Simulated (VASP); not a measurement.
Runs of VASP 6.6.1 on Rb. The structure is that of space group P6_3/mmc (No. 194), or close to it. The cells are those of the table. 

```tsv
task	cell	cutoff (eV)	k mesh for the DOS	occupations for the DOS	gap on the mesh (eV)	pressure (GPa)
single point	a = 4.444, b = 4.444, c = 7.304 Å, angles 90.0, 90.0, 120.0°, 2 atoms	520	-	-	none	1.2
single point	a = 3.527, b = 3.527, c = 5.797 Å, angles 90.0, 90.0, 120.0°, 2 atoms	520	-	-	none	(b)
single point	a = 4.250, b = 4.250, c = 6.986 Å, angles 90.0, 90.0, 120.0°, 2 atoms	520	-	-	none	2.3
single point	a = 4.787, b = 4.787, c = 7.868 Å, angles 90.0, 90.0, 120.0°, 2 atoms	520	-	-	none	(a)
single point	a = 4.622, b = 4.622, c = 7.597 Å, angles 90.0, 90.0, 120.0°, 2 atoms	520	-	-	none	0.4
single point	a = 4.037, b = 4.037, c = 6.636 Å, angles 90.0, 90.0, 120.0°, 2 atoms	520	-	-	none	4.3
single point	a = 3.799, b = 3.799, c = 6.245 Å, angles 90.0, 90.0, 120.0°, 2 atoms	520	-	-	none	7.6
relaxation of shape and atoms at fixed volume	relaxed from a = 4.250, b = 4.250, c = 6.986 Å, angles 90.0, 90.0, 120.0°, 2 atoms	600	-	-	none	2.3
```

Alike in all rows: level LDA; potentials or basis VASP PAW LDA potentials, release 64 (Rb_sv); no spin polarisation; k mesh 9 × 9 × 5; smearing fermi-dirac 0.1 eV.

Problem. Fill in the values left out.

Solution. (a) 0.0; (b) 12.8.

Caveats: the relaxation stopped at its first step, so nothing moved (some runs).

A k mesh can miss the band edges, and the runs leave out spin-orbit coupling on Rb.

A gap of «none» marks levels without a gap at the run's occupations.
